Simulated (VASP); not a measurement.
The system is Rb2PtAuC6N6.

```xyz
16
Lattice="0.0000 5.0945 5.0945 5.0945 0.0000 5.0945 5.0945 5.0945 0.0000" Properties=species:S:1:pos:R:3 pbc="T T T"
Rb    2.5473    2.5473    2.5473
Rb    7.6418    7.6418    7.6418
Pt    0.0000    0.0000    0.0000
C     1.9170    5.0945    5.0945
C     5.0945    1.9170    5.0945
C     5.0945    5.0945    1.9170
C     8.2720    5.0945    5.0945
C     5.0945    8.2720    5.0945
C     5.0945    5.0945    8.2720
Au    5.0945    5.0945    5.0945
N     3.0870    5.0945    5.0945
N     5.0945    3.0870    5.0945
N     5.0945    5.0945    3.0870
N     7.1020    5.0945    5.0945
N     5.0945    7.1020    5.0945
N     5.0945    5.0945    7.1020
```

* Program: VASP 6.6.1
* Task: relaxation of cell and atoms
* Functional: PBE
* Potentials or basis: VASP PAW PBE potentials, release 64 (Rb_sv, Pt, C, Au, N)
* Cutoff: 600 eV
* k mesh: 4 × 4 × 4
* Occupations: gaussian, width 0.1 eV
* Spin: no spin polarisation

At the start: pressure 25.9 GPa; volume 16.53 Å³/atom.

**Question.** Where does the relaxation end?

**Answer.** Over 15 steps the energy falls by 466.8 meV/atom and the volume is 23.65 Å³/atom (+43.1 %); space group Fm-3m (No. 225, to 0.1 Å) before and after.

The path:
```csv
step,energy change (eV),largest force (eV/Å),pressure (GPa),volume (Å³)
1,0.0000,2.9475,25.87,264.44
2,-5.2483,10.3426,6.54,380.29
3,-6.0251,6.8600,8.99,342.17
4,-2.9355,8.9920,-11.34,414.95
5,-7.1651,1.3670,-0.42,363.87
6,-7.1724,1.0027,0.09,362.37
7,-7.1727,0.9005,0.23,361.96
8,-7.2256,0.7593,-0.08,365.85
9,-7.3118,0.4697,-0.86,377.71
10,-7.3186,0.5706,-1.08,381.69
11,-7.3829,0.4959,-1.10,381.09
12,-7.4347,0.9913,-1.05,379.96
13,-7.4566,0.5972,-0.55,379.32
14,-7.4683,0.0491,0.13,378.44
15,-7.4683,0.0143,0.17,378.39
```

Final structure:
```xyz
16
Lattice="0.0000 5.7408 5.7408 5.7408 0.0000 5.7408 5.7408 5.7408 0.0000" Properties=species:S:1:pos:R:3 pbc="T T T"
Rb    2.8704    2.8704    2.8704
Rb    8.6111    8.6111    8.6111
Pt    0.0000    0.0000    0.0000
C     2.0926    5.7408    5.7408
C     5.7408    2.0926    5.7408
C     5.7408    5.7408    2.0926
C     9.3889    5.7408    5.7408
C     5.7408    9.3889    5.7408
C     5.7408    5.7408    9.3889
Au    5.7408    5.7408    5.7408
N     3.2683    5.7408    5.7408
N     5.7408    3.2683    5.7408
N     5.7408    5.7408    3.2683
N     8.2132    5.7408    5.7408
N     5.7408    8.2132    5.7408
N     5.7408    5.7408    8.2132
```

Caveat: the volume moved by over 15 % at a fixed basis, so the end points are rough.
